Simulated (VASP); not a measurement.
# Al2Cu (I4/mcm) in VASP: a series of runs

Runs on Al2Cu. Level: PBE. Tasks: single point.

Program: VASP 6.6.1. These are calculated values, not measurements. Logs are shortened: lines on timing, memory, paths and dates and some standing lists are left out, and cuts for length are marked.

### Step 1. The cell of the first run

It takes space group I4/mcm (No. 140, tetragonal). The conventional cell has a = 6.067 Å, b = 6.067 Å, c = 4.926 Å, α = 90.00°, β = 90.00°, γ = 90.00°. Within 3.4 Å of Al (site symmetry m2m) lie 4 Cu at 2.59 Å and 11 Al at 2.72 to 3.23 Å. Cu (site symmetry 422) has 2 Cu at 2.46 Å and 8 Al at 2.59 Å within 3.3 Å.

### Step 2. Single point, PBE (z stretched by +1 %, then relaxed in part)

The input, INCAR:

```
SYSTEM = Al2Cu
ALGO = Normal ; EDIFF = 1E-7
ENCUT = 520 ; GGA = PE
ISIF = 2 ; ISMEAR = -1
LASPH = .True. ; LCHARG = .True.
LELF = .True. ; LREAL = .False.
LVHAR = .True. ; LWAVE = .False.
NBANDS = 26 ; NELM = 80
PREC = Accurate ; SIGMA = 0.05
```

The input, KPOINTS:

```
k-points
0
Gamma
  12 12 12
  0 0 0
```

The input, POSCAR:

```
Al2Cu
1.0
   -3.0335000000      3.0335000000      2.4628850000
    3.0335000000     -3.0335000000      2.4628850000
    3.0335000000      3.0335000000     -2.4628850000
Al Cu
4 2
Direct
    0.6587011123      0.1587011123      0.8174022247
    0.1587011123      0.3412988877      0.5000000000
    0.3412988877      0.8412988877      0.1825977753
    0.8412988877      0.6587011123      0.5000000000
    0.2500000000      0.2500000000      0.0000000000
    0.7500000000      0.7500000000      0.0000000000
```

Potentials or basis: VASP PAW PBE potentials, release 64 (Al, Cu).

Run with:

```bash
> cat potpaw_PBE.64/Al/POTCAR potpaw_PBE.64/Cu/POTCAR > POTCAR
> mpirun -np 1 vasp_std > vasp.out
```

OUTCAR:

```text
SYSTEM = Al2Cu
   EDIFF = 1E-7
   ENCUT = 520
   GGA = PE
   ISIF = 2
   ISMEAR = -1
   LASPH = .True.
   LREAL = .False.
   NELM = 80
   PREC = Accurate

 ion  position               nearest neighbor table
   1  0.659  0.159  0.817-   5 2.59   6 2.59   5 2.59   6 2.59   3 2.72   3 2.92   3 2.92   2 3.13
                             4 3.13   4 3.13   2 3.13   2 3.23   4 3.23   4 3.23   2 3.23
   2  0.159  0.341  0.500-   6 2.59   6 2.59   5 2.59   5 2.59   4 2.72   4 2.92   4 2.92   1 3.13
                             3 3.13   1 3.13   3 3.13   1 3.23   3 3.23   3 3.23   1 3.23
   3  0.341  0.841  0.183-   5 2.59   6 2.59   5 2.59   6 2.59   1 2.72   1 2.92   1 2.92   4 3.13
                             2 3.13   2 3.13   4 3.13   4 3.23   2 3.23   4 3.23   2 3.23
   4  0.841  0.659  0.500-   5 2.59   5 2.59   6 2.59   6 2.59   2 2.72   2 2.92   2 2.92   1 3.13
                             3 3.13   1 3.13   3 3.13   1 3.23   3 3.23   1 3.23   3 3.23
   5  0.250  0.250  0.000-   6 2.46   6 2.46   1 2.59   3 2.59   1 2.59   3 2.59   4 2.59   4 2.59
                             2 2.59   2 2.59
   6  0.750  0.750  0.000-   5 2.46   5 2.46   1 2.59   3 2.59   1 2.59   3 2.59   2 2.59   2 2.59
                             4 2.59   4 2.59

  LATTYP: Found a body centered tetragonal cell.
 ALAT       =     6.0670000000
 C/A-ratio  =     0.8118955002

  Lattice vectors:

 A1 = (  -3.0335000000,   3.0335000000,   2.4628850000)
 A2 = (   3.0335000000,  -3.0335000000,   2.4628850000)
 A3 = (   3.0335000000,   3.0335000000,  -2.4628850000)

Analysis of symmetry for initial positions (statically):
=====================================================================
 Subroutine PRICEL returns:
 Original cell was already a primitive cell.

 Routine SETGRP: Setting up the symmetry group for a
 body centered tetragonal supercell.

 Subroutine GETGRP returns: Found 16 space group operations
 (whereof  8 operations were pure point group operations)
 out of a pool of 16 trial point group operations.

The static configuration has the point symmetry C_4h.
 The point group associated with its full space group is D_4h.

Analysis of symmetry for dynamics (positions and initial velocities):
=====================================================================
 Subroutine PRICEL returns:
 Original cell was already a primitive cell.

 Routine SETGRP: Setting up the symmetry group for a
 body centered tetragonal supercell.

 Subroutine GETGRP returns: Found 16 space group operations
 (whereof  8 operations were pure point group operations)
 out of a pool of 16 trial point group operations.

The dynamic configuration has the point symmetry C_4h.
 The point group associated with its full space group is D_4h.

 Subroutine INISYM returns: Found 16 space group operations
 (whereof  8 operations are pure point group operations),
 and found     1 'primitive' translations

----------------------------------------------------------------------------------------

                                     Primitive cell

  volume of cell :      90.6551

  direct lattice vectors                    reciprocal lattice vectors
    -3.033500000  3.033500000  2.462885000     0.000000000  0.164826108  0.203013945
     3.033500000 -3.033500000  2.462885000     0.164826108  0.000000000  0.203013945
     3.033500000  3.033500000 -2.462885000     0.164826108  0.164826108  0.000000000

  length of vectors
     4.946720835  4.946720835  4.946720835     0.261500111  0.261500111  0.233099318

  position of ions in fractional coordinates (direct lattice)
     0.658701112  0.158701112  0.817402225
     0.158701112  0.341298888  0.500000000
     0.341298888  0.841298888  0.182597775
     0.841298888  0.658701112  0.500000000
     0.250000000  0.250000000  0.000000000
     0.750000000  0.750000000  0.000000000

  ion indices of the primitive-cell ions
   primitive index   ion index
                 1           1
                 2           2
                 3           3
                 4           4
                 5           5
                 6           6

----------------------------------------------------------------------------------------

 KPOINTS: k-points

Automatic generation of k-mesh.
 Grid dimensions read from file:
 generate k-points for:   12   12   12

 Generating k-lattice:

  Cartesian coordinates                     Fractional coordinates (reciprocal lattice)
     0.000000000  0.013735509  0.016917829     0.083333333  0.000000000  0.000000000
     0.013735509  0.000000000  0.016917829     0.000000000  0.083333333  0.000000000
     0.013735509  0.013735509  0.000000000     0.000000000  0.000000000  0.083333333

  Length of vectors
     0.021791676  0.021791676  0.019424943

  Shift w.r.t. Gamma in fractional coordinates (k-lattice)
     0.000000000  0.000000000  0.000000000

 Subroutine IBZKPT returns following result:
 ===========================================

 Found    163 irreducible k-points:

 Following reciprocal coordinates:
            Coordinates               Weight
  0.000000  0.000000  0.000000      1.000000
  0.083333  0.000000 -0.000000      8.000000
  0.166667  0.000000 -0.000000      8.000000
  0.250000  0.000000 -0.000000      8.000000
  0.333333  0.000000 -0.000000      8.000000
  0.416667  0.000000 -0.000000      8.000000
[... 16 lines left out ...]
  0.500000  0.166667 -0.000000     16.000000
 -0.416667  0.166667  0.000000     16.000000
 [... further k-points ...]
   k-points           NKPTS =    163   k-points in BZ     NKDIM =    163   number of bands    NBANDS=     26
   number of dos      NEDOS =    301   number of ions     NIONS =      6
   total plane-waves  NPLWV =  64000
   dimension x,y,z NGX =    40 NGY =   40 NGZ =   40
   dimension x,y,z NGXF=    80 NGYF=   80 NGZF=   80
   ions per type =               4   2
   NGX,Y,Z   is equivalent  to a cutoff of  13.44, 13.44, 13.44 a.u.
   NGXF,Y,Z  is equivalent  to a cutoff of  26.89, 26.89, 26.89 a.u.
 SYSTEM =  Al2Cu
   PREC   = accura    normal or accurate (medium, high low for compatibility)
   ISTART =      0    job   : 0-new  1-cont  2-samecut
   ICHARG =      2    charge: 1-file 2-atom 10-const
   ISPIN  =      1    spin polarized calculation?
   LNONCOLLINEAR =      F non collinear calculations
   LSORBIT =      F    spin-orbit coupling
   LASPH  =      T    aspherical Exc in radial PAW
   ENCUT  =  520.0 eV  38.22 Ry    6.18 a.u.   9.20  9.20  9.20*2*pi/ulx,y,z
   NELM   =     80;   NELMIN=  2; NELMDL= -5     # of ELM steps
   EDIFF  = 0.1E-06   stopping-criterion for ELM
   LREAL  =      F    real-space projection
   EDIFFG = 0.1E-05   stopping-criterion for IOM
   NSW    =      0    number of steps for IOM
   IBRION =     -1    ionic relax: 0-MD 1-quasi-New 2-CG
   NFREE  =      0    steps in history (QN), initial steepest desc. (CG)
   ISIF   =      2    stress and relaxation
   ISYM   =      2    0-nonsym 1-usesym 2-fastsym
   POTIM  = 0.5000    time-step for ionic-motion
   TEBEG  =    0.0;   TEEND  =   0.0 temperature during run
   PSTRESS=    0.0 pullay stress
   NELECT =      34.0000    total number of electrons
   NUPDOWN=      -1.0000    fix difference up-down
   EMIN   =  10.00;   EMAX   =-10.00  energy-range for DOS
   EFERMI =   0.00;   METHOD = LEGACY
   ISMEAR =    -1;   SIGMA  =   0.05  broadening in eV -4-tet -1-fermi 0-gaus
   EFERMI_NEDOS =   21; number of points for ismear=-14 and -15
   IALGO  =     38    algorithm
   IMIX   =      4    mixing-type and parameters
     AMIX     =   0.40;   BMIX     =  1.00
     AMIX_MAG =   1.60;   BMIX_MAG =  1.00
  volume/ion in A,a.u.               =      15.11       101.96
  Fermi-wavevector in a.u.,A,eV,Ry     =   1.180603  2.231016 18.964109  1.393823
  Thomas-Fermi vector in A             =   2.316892
   LORBIT       =      0    0 simple, 1 ext, 2 COOP (PROOUT), +10 PAW based schemes
   GGA     = PE    functional components
   LHFCALC =     F    Hartree Fock is set to
   AEXX    =    0.0000 exact exchange contribution
   IVDW    =     0    specifies the selected vdW correction
   LEPSILON=     F    determine dielectric tensor
   LRPA    =     F    only Hartree local field effects (RPA)
 non-spin polarized calculation
  energy-cutoff  :      520.00
  volume of cell :       90.66
 maximum number of plane-waves:      2469
 NGX is ok and might be reduce to    40
   NGX = 19   NGY = 19   NGZ = 19

 number of electron      33.9999976 magnetization

 Free energy of the ion-electron system (eV)
  ---------------------------------------------------
  ext. energy  EPLUGINS =         0.00000000
  ---------------------------------------------------
  free energy    TOTEN  =       -23.38135014 eV

  energy without entropy =      -23.36462977  energy(sigma->0) =      -23.37298996

 E-fermi :   7.8001     XC(G=0): -10.7991

 val. band max:        7.7994109735   @ k =   0.3333   0.0833   0.0833
 cond. band min:       7.8036326384   @ k =  -0.2500   0.5000   0.0833
 fundamental gap:      0.0042216649
 Fermi energy:         7.8000613181

 k-point     1 :       0.0000    0.0000    0.0000
  band No.  band energies     occupation
      1      -2.8266      2.00000
      2       2.5922      2.00000
      3       2.7898      2.00000
      4       2.7898      2.00000
      5       2.8487      2.00000
      6       3.6946      2.00000
[... 18 lines left out ...]
     25      13.1126      0.00000
     26      13.6581      0.00000

 k-point     2 :       0.0833    0.0000   -0.0000
  band No.  band energies     occupation
      1      -2.7550      2.00000
      2       2.5843      2.00000
      3       2.7726      2.00000
      4       2.7854      2.00000
      5       2.8628      2.00000
      6       3.6831      2.00000
[... 18 lines left out ...]
     25      13.1914      0.00000
[... 608 lines left out ...]
     25      14.0214      0.00000
     26      14.2870      0.00000

 k-point    24 :      -0.4167    0.1667    0.0000
  band No.  band energies     occupation
      1      -1.6279      2.00000
      2       1.4716      2.00000
      3       1.7642      2.00000
      4       2.7654      2.00000
      5       2.9676      2.00000
      6       3.3640      2.00000
[... 18 lines left out ...]
     25      13.6210      0.00000
     26      14.9156      0.00000

 [... further k-points ...]

------------------------ aborting loop because EDIFF is reached ----------------------------------------

  FORCE on cell =-STRESS in cart. coord.  units (eV):
  Direction    XX          YY          ZZ          XY          YZ          ZX
  --------------------------------------------------------------------------------------
  -------------------------------------------------------------------------------------
  Total       -0.4472205     -0.4472205     -0.9582783      0.0000000     -0.0000000      0.0000000
  in kB       -7.9038765     -7.9038765    -16.9359711      0.0000000     -0.0000000      0.0000000
  external PRESSURE =     -10.9145747 kB  Pullay stress =       0.0000000 kB

 VOLUME and BASIS-vectors are now :
 -----------------------------------------------------------------------------
  energy-cutoff  :      520.00
  volume of cell :       90.66
      direct lattice vectors                 reciprocal lattice vectors
    -3.033500000  3.033500000  2.462885000     0.000000000  0.164826108  0.203013945
     3.033500000 -3.033500000  2.462885000     0.164826108  0.000000000  0.203013945
     3.033500000  3.033500000 -2.462885000     0.164826108  0.164826108  0.000000000

 POSITION                                       TOTAL-FORCE (eV/Angst)
 -----------------------------------------------------------------------------------
      0.96284      3.99634     -0.00000         0.000270      0.000270     -0.000000
      2.07066      0.96284      0.00000        -0.000270      0.000270     -0.000000
      2.07066     -0.96284      2.46289        -0.000270     -0.000270      0.000000
      0.96284      2.07066      2.46288         0.000270     -0.000270      0.000000
      0.00000      0.00000      1.23144        -0.000000     -0.000000      0.000000
      0.00000      0.00000      3.69433         0.000000     -0.000000      0.000000
 -----------------------------------------------------------------------------------
    total drift:                               -0.000000     -0.000000      0.000000

  FREE ENERGIE OF THE ION-ELECTRON SYSTEM (eV)
  ---------------------------------------------------
  free  energy   TOTEN  =       -23.3813501395 eV

  energy  without entropy=      -23.3646297750  energy(sigma->0) =      -23.37298996
```

It took 5.1 min on 1 thread of Intel Xeon Platinum 8559C (Emerald Rapids), shared host; peak memory 0.47 GiB.

What came out:

```yaml
Free_energy: -23.3814 eV
Pressure: -1.1 GPa
Band_gap_on_the_k_mesh: zero (bands 17 and 18 overlap by 4.27 eV)
```

Stress tensor (GPa, compression positive):
```
-0.79  0.00  0.00
 0.00 -0.79  0.00
 0.00  0.00 -1.69
```

Caveat: the cell differs from its parent crystal (z stretched by +1 %, then relaxed in part).

### Step 3. Single point, PBE (15.26 Å³/atom)

This run uses another cell than the first one, of 15.26 Å³/atom.

The input, INCAR:

```
SYSTEM = Al2Cu
PREC = Accurate
ENCUT = 520
EDIFF = 1E-6
ISMEAR = -1
SIGMA = 0.05
LREAL = .FALSE.
LASPH = .TRUE.
NELM = 80
ALGO = Normal
ISIF = 2
LWAVE = .FALSE.
LCHARG = .FALSE.
GGA = PE
NBANDS = 26
```

The input, KPOINTS:

```
Automatic mesh
0
G
  12 12 12
  0 0 0
```

The input, POSCAR:

```
Al2Cu
1.0
   -3.0535899894      3.0535899894      2.4546494773
    3.0535899894     -3.0535899894      2.4546494773
    3.0535899894      3.0535899894     -2.4546494773
Al Cu
4 2
Direct
    0.6581000000      0.1581000000      0.8162000000
    0.1581000000      0.3419000000      0.5000000000
    0.3419000000      0.8419000000      0.1838000000
    0.8419000000      0.6581000000      0.5000000000
    0.2500000000      0.2500000000      0.0000000000
    0.7500000000      0.7500000000      0.0000000000
```

Potentials or basis: VASP PAW PBE potentials, release 64 (Al, Cu).

Run with:

```bash
> cat potpaw_PBE.64/Al/POTCAR potpaw_PBE.64/Cu/POTCAR > POTCAR
> mpirun -np 1 vasp_std > vasp.out
```

It took 4.8 min on 1 thread of Intel Xeon Platinum 8559C (Emerald Rapids), shared host; peak memory 0.47 GiB.

Results (log left out):

| Quantity | Value |
| --- | --- |
| Free energy | -23.3744 eV |
| Pressure | -2.0 GPa |
| Largest force | 0.015 eV/Å |
| Band gap on the k mesh | zero (bands 17 and 18 overlap by 4.28 eV) |

Forces in eV/Å, atoms in the order of the input:
```
Al   0.011  0.011  0.000
Al  -0.011  0.011  0.000
Al  -0.011 -0.011  0.000
Al   0.011 -0.011  0.000
Cu   0.000  0.000  0.000
Cu   0.000  0.000  0.000
```

Stress tensor (GPa, compression positive):
```
-2.05  0.00  0.00
 0.00 -2.05  0.00
 0.00  0.00 -1.92
```

Levels at points of the mesh, in eV from the Fermi level:
| k point | band 15 | band 16 | band 17 | band 18 | band 19 | band 20 |
| --- | --- | --- | --- | --- | --- | --- |
| (0.00, 0.00, 0.00) | -1.25 | -1.11 | -1.11 | -0.79 | -0.44 | 0.09 |
| (0.50, 0.00, 0.00) | -2.53 | -2.53 | 0.24 | 0.24 | 3.97 | 3.97 |
| (0.50, 0.50, 0.00) | -1.36 | -1.24 | -1.02 | -0.64 | 0.75 | 1.21 |
| (0.50, 0.50, 0.50) | -3.12 | -1.78 | 2.53 | 2.98 | 2.98 | 3.30 |
